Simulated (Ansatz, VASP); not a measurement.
Sr: VASP beside Ansatz

```
Sr
1.0
     0.00000    2.49713    2.49713
     2.49713    0.00000    2.49713
     2.49713    2.49713    0.00000
Sr
1
Direct
  0.00000 0.00000 0.00000
```

Change from the starting cell: volume scaled by 0.6, LAPW.

Alike in both runs: task single point; functional PBEsol; k mesh 11 × 11 × 11; occupations fermi-dirac, width 0.05 eV; no spin polarisation.

|  | VASP | Ansatz |
| --- | --- | --- |
| version | VASP 6.6.1 | Ansatz 0.2.0 |
| potentials or method | VASP PAW PBE potentials, release 64 (Sr_sv), cutoff 520 eV | all-electron LAPW, scalar-relativistic |

Ansatz gave:

- pressure (GPa): 13.5

**Question.** Estimate VASP's values.

**Answer.** Pressure (GPa): 13.6.

VASP's potentials were made for PBE, not for PBEsol. Ansatz ran all-electron here, and VASP with PAW potentials.
